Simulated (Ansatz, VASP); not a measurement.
**Y in VASP and in Ansatz**

The input INCAR:

```
SYSTEM = Y
PREC = Accurate
ENCUT = 520
EDIFF = 1E-6
ISMEAR = -1
SIGMA = 0.05
LREAL = .False.
LASPH = .True.
NELM = 100
ALGO = Normal
ISIF = 2
LWAVE = .False.
LCHARG = .False.
GGA = PS
NBANDS = 18
```

KPOINTS

```
Automatic mesh
0
Gamma
  8 8 5
  0 0 0
```

Contents of POSCAR:

```
Y
1.0
    3.7189358085      0.0000000000      0.0000000000
   -1.8594679043      3.2206928852      0.0000000000
    0.0000000000      0.0000000000      5.8429932402
Y
2
Direct
    0.6666666667      0.3333333333      0.7500000000
    0.3333333333      0.6666666667      0.2500000000
```

input.yaml

```yaml
crystal:
  lattice:
    - [3.7189358085, 0.0, 0.0]
    - [-1.8594679043, 3.2206928852, 0.0]
    - [0.0, 0.0, 5.8429932402]
  atoms:
    - { symbol: "Y", position: [0.6666666667, 0.3333333333, 0.75] }
    - { symbol: "Y", position: [0.3333333333, 0.6666666667, 0.25] }
hamiltonian:
  xc: pbesol
  pseudopotentials: { kind: paw }
kpoints:
  mp_grid: { grid: [8, 8, 5] }
scf:
  occupations: { method: fermi_dirac, width: 0.05 }
output:
  forces: true
  stress: true
  eigenvalues: true
```

Alike in both runs: task single point; functional PBEsol; k mesh 8 × 8 × 5; occupations fermi-dirac, width 0.05 eV; no spin polarisation.

|  | VASP | Ansatz |
| --- | --- | --- |
| version | VASP 6.6.1 | Ansatz 0.2.0 |
| potentials or method | VASP PAW PBE potentials, release 64 (Y_sv) | Ansatz PAW |
| plane-wave cutoff (eV) | 520 | 420 |
| valence electrons in the cell | 22 | 22 |

Ansatz gave:

- gap on the k mesh at the Fermi level (eV): none
- pressure (GPa): -3.9
- traceless stress, the component that is largest in VASP (GPa): -0.30

Question: What did VASP give for the same quantities?

Answer: gap on the k mesh at the Fermi level (eV): none; pressure (GPa): -4.0; traceless stress, the component that is largest in VASP (GPa): -0.30.

VASP's potentials were made for PBE, not for PBEsol. A gap of «none» marks a metal or a gap that the smearing closes. The functional is the same, so the differences come from potentials, cutoffs and numerics.
